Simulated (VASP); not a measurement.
# EuS (Fm-3m) in VASP: further runs, part 2 of 2

VASP 6.6.1.

### Step 3. Single point, PBE+U, collinear spin, ferromagnetic start

INCAR

```
SYSTEM = EuS
PREC = Accurate
ENCUT = 600
EDIFF = 1E-6
ISMEAR = 0
SIGMA = 0.05
LREAL = .False.
LASPH = .True.
NELM = 200
ALGO = Normal
ISIF = 2
LWAVE = .False.
LCHARG = .False.
ISPIN = 2
MAGMOM = 7.55 0
LORBIT = 11
LMAXMIX = 6
LDAU = .True.
LDAUTYPE = 2
LDAUL = 3 -1
LDAUU = 6 0
LDAUJ = 0 0
LDAUPRINT = 1
GGA = PE
NBANDS = 22
GGA_COMPAT = .False.
```

KPOINTS

```
Automatic mesh
0
Gamma
  4 4 4
  0 0 0
```

POSCAR

```
EuS
1.0
    0.0000000000      2.9785018670      2.9785018670
    2.9785018670      0.0000000000      2.9785018670
    2.9785018670      2.9785018670      0.0000000000
Eu S
1 1
Direct
    0.5000000000      0.5000000000      0.5000000000
    0.0000000000      0.0000000000      0.0000000000
```

Potentials or basis: VASP PAW PBE potentials, release 64 (Eu, S).

Started as:

```
cat potpaw_PBE.64/Eu/POTCAR potpaw_PBE.64/S/POTCAR > POTCAR
mpirun -np 1 vasp_std > vasp.out
```

OUTCAR:

```text
SYSTEM = EuS
   PREC = Accurate
   ENCUT = 600
   EDIFF = 1E-6
   ISMEAR = 0
   LREAL = .False.
   LASPH = .True.
   NELM = 200
   ISIF = 2
   ISPIN = 2
   LORBIT = 11
   GGA = PE

 ion  position               nearest neighbor table
   1  0.500  0.500  0.500-   2 2.98   2 2.98   2 2.98   2 2.98   2 2.98   2 2.98
   2  0.000  0.000  0.000-   1 2.98   1 2.98   1 2.98   1 2.98   1 2.98   1 2.98

  LATTYP: Found a face centered cubic cell.
 ALAT       =     5.9570037340

  Lattice vectors:

 A1 = (   0.0000000000,   2.9785018670,   2.9785018670)
 A2 = (   2.9785018670,   0.0000000000,   2.9785018670)
 A3 = (   2.9785018670,   2.9785018670,   0.0000000000)

Analysis of symmetry for initial positions (statically):
=====================================================================
 Subroutine PRICEL returns:
 Original cell was already a primitive cell.

 Routine SETGRP: Setting up the symmetry group for a
 face centered cubic supercell.

 Subroutine GETGRP returns: Found 48 space group operations
 (whereof 48 operations were pure point group operations)
 out of a pool of 48 trial point group operations.

The static configuration has the point symmetry O_h .

Analysis of symmetry for dynamics (positions and initial velocities):
=====================================================================
 Subroutine PRICEL returns:
 Original cell was already a primitive cell.

 Routine SETGRP: Setting up the symmetry group for a
 face centered cubic supercell.

 Subroutine GETGRP returns: Found 48 space group operations
 (whereof 48 operations were pure point group operations)
 out of a pool of 48 trial point group operations.

The dynamic configuration has the point symmetry O_h .

Analysis of structural, dynamic, and magnetic symmetry:
=====================================================================
 Subroutine PRICEL returns:
 Original cell was already a primitive cell.

 Routine SETGRP: Setting up the symmetry group for a
 face centered cubic supercell.

 Subroutine GETGRP returns: Found 48 space group operations
[... 156 lines left out ...]
  o =  0.0007  v =  0.0000  0.0000  0.0000  0.0000  0.0000  0.0000  0.0000  0.0007 -0.0000 -0.0009  0.0000 -0.0000  1.0000 -0.0000      0.0000  0.0000  0.0000  0.0000  0.0000  0.0000  0.0000  0.0000  0.0000  0.0000  0.0000  0.0000  0.0000  0.0000
  o =  0.0007  v =  0.0000  0.0000  0.0000  0.0000  0.0000  0.0000  0.0000  0.0012 -0.0000 -0.0015  0.0000  0.7906  0.0000  0.6124      0.0000  0.0000  0.0000  0.0000  0.0000  0.0000  0.0000  0.0000  0.0000  0.0000  0.0000  0.0000  0.0000  0.0000
  o =  0.0007  v =  0.0000  0.0000  0.0000  0.0000  0.0000  0.0000  0.0000 -0.6124 -0.0000  0.7906  0.0000  0.0015  0.0011  0.0012      0.0000  0.0000  0.0000  0.0000  0.0000  0.0000  0.0000  0.0000  0.0000  0.0000  0.0000  0.0000  0.0000  0.0000
  o =  0.0025  v =  0.0000  0.0000  0.0000  0.0000  0.0000  0.0000  0.0000 -0.0009 -0.0000 -0.0007 -0.0023 -0.6124 -0.0000  0.7906      0.0000  0.0000  0.0000  0.0000  0.0000  0.0000  0.0000  0.0000  0.0000  0.0000  0.0000  0.0000  0.0000  0.0000
  o =  0.0025  v =  0.0000  0.0000  0.0000  0.0000  0.0000  0.0000  0.0000  0.0003 -0.0000  0.0002  1.0000 -0.0014 -0.0000  0.0018      0.0000  0.0000  0.0000  0.0000  0.0000  0.0000  0.0000  0.0000  0.0000  0.0000  0.0000  0.0000  0.0000  0.0000
  o =  0.0025  v =  0.0000  0.0000  0.0000  0.0000  0.0000  0.0000  0.0000  0.7906 -0.0000  0.6124 -0.0004 -0.0007  0.0000  0.0009      0.0000  0.0000  0.0000  0.0000  0.0000  0.0000  0.0000  0.0000  0.0000  0.0000  0.0000  0.0000  0.0000  0.0000
  o =  0.9749  v = -0.0003  0.0000 -0.0002  0.9999  0.0068 -0.0000 -0.0088  0.0000  0.0000  0.0000  0.0000  0.0000  0.0000  0.0000      0.0000  0.0000  0.0000  0.0000  0.0000  0.0000  0.0000  0.0000  0.0000  0.0000  0.0000  0.0000  0.0000  0.0000
  o =  0.9749  v =  0.7906  0.0000  0.6124  0.0004  0.0020 -0.0000 -0.0026  0.0000  0.0000  0.0000  0.0000  0.0000  0.0000  0.0000      0.0000  0.0000  0.0000  0.0000  0.0000  0.0000  0.0000  0.0000  0.0000  0.0000  0.0000  0.0000  0.0000  0.0000
  o =  0.9749  v =  0.0026 -0.0000  0.0020  0.0111 -0.6123 -0.0000  0.7905  0.0000  0.0000  0.0000  0.0000  0.0000  0.0000  0.0000      0.0000  0.0000  0.0000  0.0000  0.0000  0.0000  0.0000  0.0000  0.0000  0.0000  0.0000  0.0000  0.0000  0.0000
  o =  0.9750  v =  0.0000 -1.0000  0.0000  0.0000  0.0000  0.0000 -0.0000  0.0000  0.0000  0.0000  0.0000  0.0000  0.0000  0.0000      0.0000  0.0000  0.0000  0.0000  0.0000  0.0000  0.0000  0.0000  0.0000  0.0000  0.0000  0.0000  0.0000  0.0000
  o =  0.9764  v = -0.6123 -0.0000  0.7905 -0.0000 -0.0066 -0.0035 -0.0051  0.0000  0.0000  0.0000  0.0000  0.0000  0.0000  0.0000      0.0000  0.0000  0.0000  0.0000  0.0000  0.0000  0.0000  0.0000  0.0000  0.0000  0.0000  0.0000  0.0000  0.0000
  o =  0.9764  v = -0.0056 -0.0000  0.0072  0.0000  0.7346  0.3695  0.5690  0.0000  0.0000  0.0000  0.0000  0.0000  0.0000  0.0000      0.0000  0.0000  0.0000  0.0000  0.0000  0.0000  0.0000  0.0000  0.0000  0.0000  0.0000  0.0000  0.0000  0.0000
  o =  0.9764  v = -0.0001 -0.0000  0.0001  0.0000 -0.2922  0.9292 -0.2263  0.0000  0.0000  0.0000  0.0000  0.0000  0.0000  0.0000      0.0000  0.0000  0.0000  0.0000  0.0000  0.0000  0.0000  0.0000  0.0000  0.0000  0.0000  0.0000  0.0000  0.0000

 number of electron      22.9999997 magnetization       7.0000054

 Free energy of the ion-electron system (eV)
  ---------------------------------------------------
  ext. energy  EPLUGINS =         0.00000000
  ---------------------------------------------------
  free energy    TOTEN  =       -19.12739607 eV

  energy without entropy =      -19.12739607  energy(sigma->0) =      -19.12739607

 E-fermi :   3.4524     XC(G=0):  -9.5502

 val. band max:        3.2470767507   @ k =   0.0000   0.0000   0.0000
 cond. band min:       3.6593430065   @ k =   0.5000   0.5000   0.0000
 fundamental gap:      0.4122662557
 Fermi energy:         3.4524270433

 spin component 1

 k-point     1 :       0.0000    0.0000    0.0000
  band No.  band energies     occupation
      1     -36.3859      1.00000
      2     -15.2710      1.00000
      3     -15.2710      1.00000
      4     -15.2710      1.00000
      5      -9.1481      1.00000
      6       1.2683      1.00000
[... 189 lines left out ...]
     21      11.7122      0.00000
     22      12.5368      0.00000
 Fermi energy:         3.4524270433

 spin component 2

 k-point     1 :       0.0000    0.0000    0.0000
  band No.  band energies     occupation
      1     -33.2478      1.00000
      2     -12.9955      1.00000
      3     -12.9955      1.00000
      4     -12.9955      1.00000
      5      -9.1536      1.00000
      6       1.7517      1.00000
[... 189 lines left out ...]
     21      13.1960      0.00000
     22      13.3650      0.00000

------------------------ aborting loop because EDIFF is reached ----------------------------------------

  FORCE on cell =-STRESS in cart. coord.  units (eV):
  Direction    XX          YY          ZZ          XY          YZ          ZX
  --------------------------------------------------------------------------------------
  -------------------------------------------------------------------------------------
  Total        0.4137436      0.4137436      0.4137436      0.0000000      0.0000000     -0.0000000
  in kB       12.5434844     12.5434844     12.5434844      0.0000000      0.0000000     -0.0000000
  external PRESSURE =      12.5434844 kB  Pullay stress =       0.0000000 kB

 VOLUME and BASIS-vectors are now :
 -----------------------------------------------------------------------------
  energy-cutoff  :      600.00
  volume of cell :       52.85
      direct lattice vectors                 reciprocal lattice vectors
     0.000000000  2.978501867  2.978501867    -0.167869628  0.167869628  0.167869628
     2.978501867  0.000000000  2.978501867     0.167869628 -0.167869628  0.167869628
     2.978501867  2.978501867  0.000000000     0.167869628  0.167869628 -0.167869628

 POSITION                                       TOTAL-FORCE (eV/Angst)
 -----------------------------------------------------------------------------------
      2.97850      2.97850      2.97850        -0.000000     -0.000000     -0.000000
      0.00000      0.00000      0.00000         0.000000      0.000000      0.000000
 -----------------------------------------------------------------------------------
    total drift:                                0.000000      0.000000      0.000000

  FREE ENERGIE OF THE ION-ELECTRON SYSTEM (eV)
  ---------------------------------------------------
  free  energy   TOTEN  =       -19.1273960747 eV

  energy  without entropy=      -19.1273960747  energy(sigma->0) =      -19.12739607

 total charge

# of ion       s       p       d       f       tot
--------------------------------------------------
    1        2.029   5.790   0.242   6.831  14.892
    2        1.316   2.455   0.000   0.000   3.771
--------------------------------------------------
tot          3.345   8.245   0.242   6.831  18.663

 magnetization (x)

# of ion       s       p       d       f       tot
--------------------------------------------------
    1       -0.016  -0.118   0.043   6.812   6.722
    2       -0.006  -0.053   0.000   0.000  -0.059
--------------------------------------------------
tot         -0.022  -0.170   0.043   6.812   6.663
```

OSZICAR:

```text
N       E                     dE             d eps       ncg     rms          rms(c)
DAV:   1     0.161310934690E+03    0.16131E+03   -0.90262E+03   970   0.449E+03
DAV:   2     0.141138075730E+02   -0.14720E+03   -0.12736E+03   948   0.424E+02
DAV:   3    -0.104926406068E+02   -0.24606E+02   -0.24158E+02  1076   0.123E+02
DAV:   4    -0.133807557957E+02   -0.28881E+01   -0.28750E+01  1344   0.295E+01
DAV:   5    -0.135279796731E+02   -0.14722E+00   -0.14713E+00  1160   0.785E+00    0.298E+01
DAV:   6    -0.187807696903E+02   -0.52528E+01   -0.32266E+00  1070   0.360E+01    0.190E+01
DAV:   7    -0.190569830853E+02   -0.27621E+00   -0.31216E+00  1118   0.762E+01    0.116E+01
DAV:   8    -0.191008610790E+02   -0.43878E-01   -0.32211E-01  1204   0.550E+00    0.984E+00
DAV:   9    -0.191115729926E+02   -0.10712E-01   -0.20720E-02  1268   0.128E+00    0.676E+00
DAV:  10    -0.191233739226E+02   -0.11801E-01   -0.25956E-02  1008   0.361E+00    0.203E+00
DAV:  11    -0.191262160368E+02   -0.28421E-02   -0.42970E-03  1274   0.105E+00    0.805E-01
DAV:  12    -0.191271196875E+02   -0.90365E-03   -0.13928E-03  1152   0.669E-01    0.108E+00
DAV:  13    -0.191273317911E+02   -0.21210E-03   -0.25902E-04  1084   0.193E-01    0.185E-01
DAV:  14    -0.191273779208E+02   -0.46130E-04   -0.59311E-05  1186   0.739E-02    0.539E-02
DAV:  15    -0.191273929236E+02   -0.15003E-04   -0.15419E-05  1034   0.437E-02    0.103E-01
DAV:  16    -0.191273945403E+02   -0.16167E-05   -0.42082E-06  1020   0.242E-02    0.192E-02
DAV:  17    -0.191273959459E+02   -0.14056E-05   -0.27233E-06   930   0.142E-02    0.237E-02
DAV:  18    -0.191273960747E+02   -0.12888E-06   -0.18039E-07   584   0.358E-03
   1 F= -.19127396E+02 E0= -.19127396E+02  d E =-.553883E-10  mag=     7.0000
```

stdout:

```text
POSCAR found type information on POSCAR EuS
 POSCAR found :  2 types and       2 ions
 scaLAPACK will be used
 LDA part: xc-table for (Slater+PW92), standard interpolation
 POSCAR, INCAR and KPOINTS ok, starting setup
 FFT: planning ... GRIDC
 FFT: planning ... GRID_SOFT
 FFT: planning ... GRID
 WAVECAR not read
 entering main loop
```

Wall time 2.7 min (1 thread of AMD EPYC, shared host); peak memory 0.22 GiB.

What came out:

| Property | Result |
| --- | --- |
| Free energy | -19.1274 eV |
| Pressure | 1.3 GPa |
| Band gap on the k mesh | 0.41 eV (least direct gap 0.68 eV) |
| Net moment | 7.00 μB per cell |
| Site moments | Eu +6.72; S -0.06 μB |
| Valence electrons inside the program's atomic spheres | Eu 14.89; S 3.77 |

Eigenvalues of the final occupation matrices:
```
    site  spin  trace                         eigenvalues
site 1 f     1   6.83  0.97 0.97 0.97 0.98 0.98 0.98 0.98
site 1 f     2   0.01  0.00 0.00 0.00 0.00 0.00 0.00 0.00
```

Caveat: the k points lie up to 0.46 Å⁻¹ apart; semilocal functionals underestimate gaps, and a narrow one can read as zero; spin-orbit coupling is left out, which moves the levels of the heavy elements; a cell with one magnetic atom can't hold antiferromagnetic order, which such compounds often take. The state reached can hang on the start; a lower one may exist.
